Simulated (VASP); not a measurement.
# AlAs (series) (F-43m) in VASP: further runs, part 2 of 2

VASP 6.6.1. Earlier steps stand in the parts before.

### 4 Single point, PBE

Contents of INCAR:

```
PREC     = Accurate       # precision mode
ENCUT    = 500            # plane-wave cutoff, eV
EDIFF    = 1E-6           # SCF threshold, eV
ISMEAR   = 0              # smearing method
SIGMA    = 0.02           # smearing width, eV
LREAL    = False          # projectors in reciprocal space
LASPH    = True           # aspherical terms in the spheres
NELM     = 120            # most SCF steps
ALGO     = Normal         # electronic algorithm
ISIF     = 2              # what is computed and relaxed
LWAVE    = False          # write WAVECAR
LCHARG   = False          # write CHGCAR
GGA      = PE             # functional
NBANDS   = 11             # bands
GGA_COMPAT= False
```

Contents of KPOINTS:

```
regular mesh
0
Gamma
  6 6 6
```

Contents of POSCAR:

```
AlAs
1.0
    0.0000000000      2.8304000000      2.8304000000
    2.8304000000      0.0000000000      2.8304000000
    2.8304000000      2.8304000000      0.0000000000
Al As
1 1
Direct
    0.0000000000      0.0000000000      0.0000000000
    0.2500000000      0.2500000000      0.2500000000
```

Potentials or basis: VASP PAW PBE potentials, release 64 (Al, As).

Command:

```
cat potpaw_PBE.64/Al/POTCAR potpaw_PBE.64/As/POTCAR > POTCAR
mpirun -np 1 vasp_std > vasp.out
```

OUTCAR:

```text
PREC = Accurate
   ENCUT = 500
   EDIFF = 1E-6
   ISMEAR = 0
   LREAL = False
   LASPH = True
   NELM = 120
   ISIF = 2
   GGA = PE

 ion  position               nearest neighbor table
   1  0.000  0.000  0.000-   2 2.45   2 2.45   2 2.45   2 2.45
   2  0.250  0.250  0.250-   1 2.45   1 2.45   1 2.45   1 2.45

  LATTYP: Found a face centered cubic cell.
 ALAT       =     5.6608000000

  Lattice vectors:

 A1 = (   0.0000000000,   2.8304000000,   2.8304000000)
 A2 = (   2.8304000000,   0.0000000000,   2.8304000000)
 A3 = (   2.8304000000,   2.8304000000,   0.0000000000)

Analysis of symmetry for initial positions (statically):
=====================================================================
 Subroutine PRICEL returns:
 Original cell was already a primitive cell.

 Routine SETGRP: Setting up the symmetry group for a
 face centered cubic supercell.

 Subroutine GETGRP returns: Found 24 space group operations
 (whereof 24 operations were pure point group operations)
 out of a pool of 48 trial point group operations.

The static configuration has the point symmetry T_d .

Analysis of symmetry for dynamics (positions and initial velocities):
=====================================================================
 Subroutine PRICEL returns:
 Original cell was already a primitive cell.

 Routine SETGRP: Setting up the symmetry group for a
 face centered cubic supercell.

 Subroutine GETGRP returns: Found 24 space group operations
 (whereof 24 operations were pure point group operations)
 out of a pool of 48 trial point group operations.

The dynamic configuration has the point symmetry T_d .

 Subroutine INISYM returns: Found 24 space group operations
 (whereof 24 operations are pure point group operations),
 and found     1 'primitive' translations

----------------------------------------------------------------------------------------

                                     Primitive cell

[... 108 lines left out ...]
   AEXX    =    0.0000 exact exchange contribution
   IVDW    =     0    specifies the selected vdW correction
   LEPSILON=     F    determine dielectric tensor
   LRPA    =     F    only Hartree local field effects (RPA)
 non-spin polarized calculation
 Gauss-broadening in eV      SIGMA  =   0.02
  energy-cutoff  :      500.00
  volume of cell :       45.35
 maximum number of plane-waves:      1167
 NGX is ok and might be reduce to    30
   NGX = 15   NGY = 15   NGZ = 15

 number of electron       8.0000000 magnetization

 Free energy of the ion-electron system (eV)
  ---------------------------------------------------
  ext. energy  EPLUGINS =         0.00000000
  ---------------------------------------------------
  free energy    TOTEN  =        -9.36289679 eV

  energy without entropy =       -9.36289679  energy(sigma->0) =       -9.36289679

 E-fermi :   3.9953     XC(G=0):  -9.0390

 val. band max:        3.8946798147   @ k =   0.0000   0.0000   0.0000
 cond. band min:       5.3260494220   @ k =   0.5000   0.5000   0.0000
 fundamental gap:      1.4313696073
 Fermi energy:         3.9952521438

 k-point     1 :       0.0000    0.0000    0.0000
  band No.  band energies     occupation
      1      -7.9702      2.00000
      2       3.8947      2.00000
      3       3.8947      2.00000
      4       3.8947      2.00000
      5       5.9549      0.00000
      6       8.1781      0.00000
      7       8.1781      0.00000
      8       8.1781      0.00000
      9      12.7632      0.00000
     10      12.9027      0.00000
     11      12.9027      0.00000
[... 197 lines left out ...]
 k-point    16 :      -0.3333    0.5000    0.1667
  band No.  band energies     occupation
      1      -5.9726      2.00000
      2      -1.3028      2.00000
      3       0.9569      2.00000
      4       1.2032      2.00000
      5       7.0634      0.00000
      6       8.0064      0.00000
      7      11.0181      0.00000
      8      11.7182      0.00000
      9      14.4878      0.00000
     10      16.1881      0.00000
     11      16.4652      0.00000

------------------------ aborting loop because EDIFF is reached ----------------------------------------

  FORCE on cell =-STRESS in cart. coord.  units (eV):
  Direction    XX          YY          ZZ          XY          YZ          ZX
  --------------------------------------------------------------------------------------
  -------------------------------------------------------------------------------------
  Total        0.7896219      0.7896219      0.7896219      0.0000000      0.0000000      0.0000000
  in kB       27.8969241     27.8969241     27.8969241      0.0000000      0.0000000      0.0000000
  external PRESSURE =      27.8969241 kB  Pullay stress =       0.0000000 kB

 VOLUME and BASIS-vectors are now :
 -----------------------------------------------------------------------------
  energy-cutoff  :      500.00
  volume of cell :       45.35
      direct lattice vectors                 reciprocal lattice vectors
     0.000000000  2.830400000  2.830400000    -0.176653477  0.176653477  0.176653477
     2.830400000  0.000000000  2.830400000     0.176653477 -0.176653477  0.176653477
     2.830400000  2.830400000  0.000000000     0.176653477  0.176653477 -0.176653477

 POSITION                                       TOTAL-FORCE (eV/Angst)
 -----------------------------------------------------------------------------------
      0.00000      0.00000      0.00000        -0.000000     -0.000000     -0.000000
      1.41520      1.41520      1.41520         0.000000      0.000000      0.000000
 -----------------------------------------------------------------------------------
    total drift:                               -0.000000     -0.000000     -0.000000

  FREE ENERGIE OF THE ION-ELECTRON SYSTEM (eV)
  ---------------------------------------------------
  free  energy   TOTEN  =        -9.3628967890 eV

  energy  without entropy=       -9.3628967890  energy(sigma->0) =       -9.36289679
```

OSZICAR:

```text
N       E                     dE             d eps       ncg     rms          rms(c)
DAV:   1     0.132146788536E+02    0.13215E+02   -0.27569E+03   352   0.509E+02
DAV:   2    -0.865385549877E+01   -0.21869E+02   -0.21113E+02   434   0.909E+01
DAV:   3    -0.958195273273E+01   -0.92810E+00   -0.92698E+00   437   0.175E+01
DAV:   4    -0.958865040183E+01   -0.66977E-02   -0.66969E-02   414   0.184E+00
DAV:   5    -0.958876671175E+01   -0.11631E-03   -0.11631E-03   454   0.230E-01    0.323E+00
DAV:   6    -0.939608136066E+01    0.19269E+00   -0.33653E-01   382   0.211E+00    0.188E+00
DAV:   7    -0.936199793470E+01    0.34083E-01   -0.17068E-01   397   0.163E+00    0.682E-01
DAV:   8    -0.936264155473E+01   -0.64362E-03   -0.11319E-02   397   0.501E-01    0.108E-01
DAV:   9    -0.936275940116E+01   -0.11785E-03   -0.40526E-04   418   0.116E-01    0.611E-02
DAV:  10    -0.936289304568E+01   -0.13364E-03   -0.17801E-04   390   0.712E-02    0.691E-03
DAV:  11    -0.936289689315E+01   -0.38475E-05   -0.19899E-05   423   0.193E-02    0.601E-03
DAV:  12    -0.936289678905E+01    0.10410E-06   -0.19800E-06   397   0.681E-03
   1 F= -.93628968E+01 E0= -.93628968E+01  d E =-.163342E-14
```

Wall time 4.5 s (1 thread of Intel Xeon 6975P-C (Granite Rapids), shared host); peak memory 0.16 GiB.

What came out:

| Quantity | Value |
| --- | --- |
| Free energy | -9.3629 eV |
| Pressure | 2.8 GPa |
| Band gap on the k mesh | 1.43 eV, indirect (least direct gap 2.06 eV) |

A k mesh can miss the band edges. PBE gaps usually lie below the measured ones, often by a third to a half.

### 5 Single point, PBE

Contents of INCAR:

```
SYSTEM = AlAs
ALGO = Normal
EDIFF = 1E-6
ENCUT = 500
GGA = PE
GGA_COMPAT = .False.
ISIF = 2
ISMEAR = 0
LASPH = .True.
LCHARG = .True.
LELF = .True.
LREAL = .False.
LVHAR = .True.
LWAVE = .False.
NBANDS = 11
NELM = 120
PREC = Accurate
SIGMA = 0.02
```

Contents of KPOINTS:

```
k-points
0
Gamma
  6 6 6
  0 0 0
```

POSCAR is that of step 4.

Command:

```
cat potpaw_PBE.64/Al/POTCAR potpaw_PBE.64/As/POTCAR > POTCAR
mpirun -np 1 vasp_std > vasp.out
```

Run time: 6.3 s. Hardware: 1 thread of Intel Xeon 6975P-C (Granite Rapids), shared host; peak memory 0.16 GiB.

The run converged. Its results:

| Quantity | Value |
| --- | --- |
| Free energy | -9.3629 eV |
| Pressure | 2.8 GPa |
| Band gap on the k mesh | 1.43 eV, indirect (least direct gap 2.06 eV) |

Levels at points of the mesh, in eV from the valence-band top:
```tsv
k point	band 1	band 2	band 3	band 4	band 5	band 6	band 7	band 8	band 9
(0.00, 0.00, 0.00)	-11.86	0.00	0.00	0.00	2.06	4.28	4.28	4.28	8.87
(0.50, 0.00, 0.00)	-10.44	-5.57	-0.83	-0.83	2.14	4.68	4.68	7.75	11.20
(0.50, 0.50, 0.00)	-9.89	-5.43	-2.18	-2.18	1.43	2.29	10.33	10.33	11.78
```

A k mesh can miss the band edges. A hybrid or GW would open this gap; PBE tends to underestimate it.

### 6 Single point, PBE

Contents of INCAR:

```
PREC = Accurate
ENCUT = 500
EDIFF = 1E-6
ISMEAR = 0
SIGMA = 0.02
LREAL = False
LASPH = True
NELM = 120
ALGO = Normal
ISIF = 2
LWAVE = False
LCHARG = True
GGA = PE
LELF = True
LVHAR = True
NBANDS = 11
GGA_COMPAT = False
```

Contents of KPOINTS:

```
regular mesh
0
Gamma
  12 12 12
```

POSCAR is that of step 5.

Potentials or basis: VASP PAW PBE potentials, release 64 (Al, As).

Command:

```
cat potpaw_PBE.64/Al/POTCAR potpaw_PBE.64/As/POTCAR > POTCAR
mpirun -np 1 vasp_std > vasp.out
```

Run time: 16 s. Hardware: 1 thread of Intel Xeon 6975P-C (Granite Rapids), shared host; peak memory 0.18 GiB.

It converged, with:

```yaml
Free_energy: -9.3750 eV
Pressure: 2.8 GPa
Band_gap_on_the_k_mesh: 1.44 eV, indirect (least direct gap 2.06 eV)
```

Levels at points of the mesh, in eV from the valence-band top:
| k point | band 1 | band 2 | band 3 | band 4 | band 5 | band 6 | band 7 | band 8 |
| --- | --- | --- | --- | --- | --- | --- | --- | --- |
| (0.00, 0.00, 0.00) | -11.86 | 0.00 | 0.00 | 0.00 | 2.06 | 4.29 | 4.29 | 4.29 |
| (0.50, 0.00, 0.00) | -10.44 | -5.57 | -0.83 | -0.83 | 2.14 | 4.68 | 4.68 | 7.75 |
| (0.50, 0.50, 0.00) | -9.89 | -5.43 | -2.17 | -2.17 | 1.44 | 2.29 | 10.34 | 10.34 |

A k mesh can miss the band edges.

### 7 Single point, PBE

Contents of INCAR:

```
SYSTEM = AlAs
ALGO = Normal ; EDIFF = 1E-6
ENCUT = 500 ; GGA = PE
GGA_COMPAT = .FALSE. ; ISIF = 2
ISMEAR = 0 ; LASPH = .TRUE.
LCHARG = .TRUE. ; LELF = .TRUE.
LREAL = .FALSE. ; LVHAR = .TRUE.
LWAVE = .FALSE. ; NBANDS = 11
NELM = 120 ; PREC = Accurate
SIGMA = 0.02
```

Contents of KPOINTS:

```
k-points
0
G
  14 14 14
  0 0 0
```

POSCAR is that of step 6.

Potentials or basis: VASP PAW PBE potentials, release 64 (Al, As).

Command:

```
cat potpaw_PBE.64/Al/POTCAR potpaw_PBE.64/As/POTCAR > POTCAR
mpirun -np 1 vasp_std > vasp.out
```

OUTCAR:

```text
SYSTEM = AlAs
   EDIFF = 1E-6
   ENCUT = 500
   GGA = PE
   ISIF = 2
   ISMEAR = 0
   LASPH = .TRUE.
   LREAL = .FALSE.
   NELM = 120
   PREC = Accurate

 ion  position               nearest neighbor table
   1  0.000  0.000  0.000-   2 2.45   2 2.45   2 2.45   2 2.45
   2  0.250  0.250  0.250-   1 2.45   1 2.45   1 2.45   1 2.45

  LATTYP: Found a face centered cubic cell.
 ALAT       =     5.6608000000

  Lattice vectors:

 A1 = (   0.0000000000,   2.8304000000,   2.8304000000)
 A2 = (   2.8304000000,   0.0000000000,   2.8304000000)
 A3 = (   2.8304000000,   2.8304000000,   0.0000000000)

Analysis of symmetry for initial positions (statically):
=====================================================================
 Subroutine PRICEL returns:
 Original cell was already a primitive cell.

 Routine SETGRP: Setting up the symmetry group for a
 face centered cubic supercell.

 Subroutine GETGRP returns: Found 24 space group operations
 (whereof 24 operations were pure point group operations)
 out of a pool of 48 trial point group operations.

The static configuration has the point symmetry T_d .

Analysis of symmetry for dynamics (positions and initial velocities):
=====================================================================
 Subroutine PRICEL returns:
 Original cell was already a primitive cell.

 Routine SETGRP: Setting up the symmetry group for a
 face centered cubic supercell.

 Subroutine GETGRP returns: Found 24 space group operations
 (whereof 24 operations were pure point group operations)
 out of a pool of 48 trial point group operations.

The dynamic configuration has the point symmetry T_d .

 Subroutine INISYM returns: Found 24 space group operations
 (whereof 24 operations are pure point group operations),
 and found     1 'primitive' translations

----------------------------------------------------------------------------------------

                                     Primitive cell

  volume of cell :      45.3496

[... 112 lines left out ...]
   LORBIT       =      0    0 simple, 1 ext, 2 COOP (PROOUT), +10 PAW based schemes
   GGA     = PE    functional components
   LHFCALC =     F    Hartree Fock is set to
   AEXX    =    0.0000 exact exchange contribution
   IVDW    =     0    specifies the selected vdW correction
   LEPSILON=     F    determine dielectric tensor
   LRPA    =     F    only Hartree local field effects (RPA)
 non-spin polarized calculation
 Gauss-broadening in eV      SIGMA  =   0.02
  energy-cutoff  :      500.00
  volume of cell :       45.35
 maximum number of plane-waves:      1173
 NGX is ok and might be reduce to    30
   NGX = 15   NGY = 15   NGZ = 15

 number of electron       8.0000000 magnetization

 Free energy of the ion-electron system (eV)
  ---------------------------------------------------
  ext. energy  EPLUGINS =         0.00000000
  ---------------------------------------------------
  free energy    TOTEN  =        -9.37501311 eV

  energy without entropy =       -9.37501311  energy(sigma->0) =       -9.37501311

 E-fermi :   3.9761     XC(G=0):  -9.0422

 val. band max:        3.8883462602   @ k =   0.0000   0.0000   0.0000
 cond. band min:       5.3236861394   @ k =   0.5000   0.5000   0.0000
 fundamental gap:      1.4353398792
 Fermi energy:         3.9761106840

 k-point     1 :       0.0000    0.0000    0.0000
  band No.  band energies     occupation
      1      -7.9765      2.00000
      2       3.8883      2.00000
      3       3.8883      2.00000
      4       3.8883      2.00000
      5       5.9497      0.00000
      6       8.1763      0.00000
      7       8.1763      0.00000
      8       8.1763      0.00000
      9      12.7597      0.00000
     10      12.9004      0.00000
     11      12.9004      0.00000
[... 309 lines left out ...]
 k-point    24 :       0.2857    0.1429    0.0000
  band No.  band energies     occupation
      1      -7.2835      2.00000
      2       0.5754      2.00000
      3       2.8048      2.00000
      4       2.8466      2.00000
      5       7.1363      0.00000
      6       8.2025      0.00000
      7       9.4801      0.00000
      8       9.8348      0.00000
      9      11.9073      0.00000
     10      13.5075      0.00000
     11      14.7058      0.00000

 [... further k-points ...]
[... 5 lines left out ...]
  --------------------------------------------------------------------------------------
  -------------------------------------------------------------------------------------
  Total        0.7848607      0.7848607      0.7848607      0.0000000     -0.0000000      0.0000000
  in kB       27.7287133     27.7287133     27.7287133      0.0000000     -0.0000000      0.0000000
  external PRESSURE =      27.7287133 kB  Pullay stress =       0.0000000 kB

 VOLUME and BASIS-vectors are now :
 -----------------------------------------------------------------------------
  energy-cutoff  :      500.00
  volume of cell :       45.35
      direct lattice vectors                 reciprocal lattice vectors
     0.000000000  2.830400000  2.830400000    -0.176653477  0.176653477  0.176653477
     2.830400000  0.000000000  2.830400000     0.176653477 -0.176653477  0.176653477
     2.830400000  2.830400000  0.000000000     0.176653477  0.176653477 -0.176653477

 POSITION                                       TOTAL-FORCE (eV/Angst)
 -----------------------------------------------------------------------------------
      0.00000      0.00000      0.00000        -0.000000     -0.000000     -0.000000
      1.41520      1.41520      1.41520         0.000000      0.000000      0.000000
 -----------------------------------------------------------------------------------
    total drift:                               -0.000000     -0.000000     -0.000000

  FREE ENERGIE OF THE ION-ELECTRON SYSTEM (eV)
  ---------------------------------------------------
  free  energy   TOTEN  =        -9.3750131074 eV

  energy  without entropy=       -9.3750131074  energy(sigma->0) =       -9.37501311
```

stdout:

```text
POSCAR found type information on POSCAR AlAs
 POSCAR found :  2 types and       2 ions
 scaLAPACK will be used
 LDA part: xc-table for (Slater+PW92), standard interpolation
 POSCAR, INCAR and KPOINTS ok, starting setup
 FFT: planning ... GRIDC
 FFT: planning ... GRID_SOFT
 FFT: planning ... GRID
 WAVECAR not read
 entering main loop
```

Run time: 24 s. Hardware: 1 thread of Intel Xeon 6975P-C (Granite Rapids), shared host; peak memory 0.19 GiB.

Results:

| Quantity | Value |
| --- | --- |
| Free energy | -9.3750 eV |
| Pressure | 2.8 GPa |
| Band gap on the k mesh | 1.44 eV, indirect (least direct gap 2.06 eV) |

Levels at points of the mesh, in eV from the valence-band top:
```tsv
k point	band 1	band 2	band 3	band 4	band 5	band 6	band 7	band 8	band 9
(0.00, 0.00, 0.00)	-11.86	0.00	0.00	0.00	2.06	4.29	4.29	4.29	8.87
(0.50, 0.00, 0.00)	-10.44	-5.57	-0.83	-0.83	2.14	4.68	4.68	7.75	11.20
(0.50, 0.50, 0.00)	-9.89	-5.43	-2.17	-2.17	1.44	2.29	10.34	10.34	11.77
```

### 8 Summary

| k mesh | smearing | gap on the mesh (eV) | pressure (GPa) |
| --- | --- | --- | --- |
| 4 × 4 × 4 | gaussian 0.02 eV | 1.41 | 3.1 |
| 6 × 6 × 6 | gaussian 0.1 eV | 1.43 | 2.8 |
| 6 × 6 × 6 | gaussian 0.02 eV | 1.43 | 2.8 |
| 12 × 12 × 12 | gaussian 0.02 eV | 1.44 | 2.8 |
| 14 × 14 × 14 | gaussian 0.02 eV | 1.44 | 2.8 |

Alike in all rows: task single point; level PBE; potentials or basis VASP PAW PBE potentials, release 64 (Al, As); no spin polarisation; cell as given; cutoff (eV) 500.

Caveats: some runs use coarse meshes.

Total energies depend on the potentials used, so only differences within one code and one set of settings carry meaning.
